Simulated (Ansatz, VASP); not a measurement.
# SrEuMgWO6 in VASP and in Ansatz

```
Eu Mg O Sr W
1.0
     0.00000    3.94431    3.94431
     3.94431    0.00000    3.94431
     3.94431    3.94431    0.00000
Eu Mg O Sr W
1 1 6 1 1
Direct
  0.25000 0.25000 0.25000
  0.00000 0.00000 0.00000
  0.74257 0.25743 0.25743
  0.25743 0.74257 0.74257
  0.25743 0.74257 0.25743
  0.74257 0.25743 0.74257
  0.25743 0.25743 0.74257
  0.74257 0.74257 0.25743
  0.75000 0.75000 0.75000
  0.50000 0.50000 0.50000
```

Alike in both runs: functional PBEsol; k mesh 6 × 6 × 6; occupations gaussian, width 0.02 eV; collinear spin; Hubbard terms Eu f U = 6.0 eV.

Ansatz relaxed the structure, and its values are those at the end. VASP's run is a single point on that final structure, the one shown.

|  | VASP | Ansatz |
| --- | --- | --- |
| version | VASP 6.6.1 | Ansatz 0.2.0 |
| potentials or method | VASP PAW PBE potentials, release 64 (Eu, Mg, O, Sr_sv, W_sv), cutoff 520 eV | scalar-relativistic, plane waves, PAW |
| valence electrons in the cell | 79 | 87 |

Ansatz gave:

- gap on the k mesh at the Fermi level (eV): 1.68
- least direct gap on the mesh (eV): 1.77
- pressure (GPa): 0.0
- rms of the force components (eV/Å): 0.000
- net moment per atom (μB): 0.70
- size of the moment on the site where the two differ most (μB): 6.83

**Question.** What did VASP give for the same quantities?

**Answer.** gap on the k mesh at the Fermi level (eV): 1.16; least direct gap on the mesh (eV): 1.24; pressure (GPa): 0.8; rms of the force components (eV/Å): 0.096; net moment per atom (μB): 0.70; size of the moment on the site where the two differ most (μB): 6.73.

VASP's potentials were made for PBE, not for PBEsol. Site moments also hang on the region over which each program counts them. The programs project onto different local orbitals, so the same U acts differently, and such runs can settle in different states. VASP's potentials hold 79 valence electrons a cell and Ansatz's 87, so a difference there can come from the potentials and not from the codes.

Neither program's run includes spin-orbit coupling.
